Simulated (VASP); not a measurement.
# C: single point with LDA

Crystal: C.

```xyz
2
Lattice="0.0000 1.7659 1.7659 1.7659 0.0000 1.7659 1.7659 1.7659 0.0000" Properties=species:S:1:pos:R:3 pbc="T T T"
C     0.0000    0.0000    0.0000
C     0.8829    0.8829    0.8829
```

- Program: VASP 6.6.1
- Task: single point
- Functional: LDA
- Potentials or basis: VASP PAW LDA potentials, release 64 (C)
- Cutoff: 520 eV
- k mesh: 12 × 12 × 12
- Occupations: gaussian, width 0.02 eV
- Spin: no spin polarisation
- Dipole correction: no
- Further INCAR settings: ALGO = Normal; EDIFF = 1e-07; NBANDS = 11

```json
{
  "Pressure": "1.6 GPa",
  "Band gap on the k mesh": "4.20 eV, indirect (least direct gap 5.63 eV)"
}
```

Levels at points of the mesh, in eV from the valence-band top:
| k point | band 2 | band 3 | band 4 | band 5 | band 6 | band 7 |
| --- | --- | --- | --- | --- | --- | --- |
| (0.00, 0.00, 0.00) | 0.00 | 0.00 | 0.00 | 5.63 | 5.63 | 5.63 |
| (0.50, 0.00, 0.00) | -13.69 | -2.87 | -2.87 | 8.51 | 8.51 | 9.42 |
| (0.50, 0.50, 0.00) | -12.82 | -6.47 | -6.47 | 4.77 | 4.77 | 17.08 |

It took 3.4 s on 1 thread of Intel(R) Xeon(R) 6975P-C (Granite Rapids), on a shared host, peak memory 0.11 GiB.

A k mesh can miss the band edges. A hybrid or GW would open this gap; LDA tends to underestimate it.
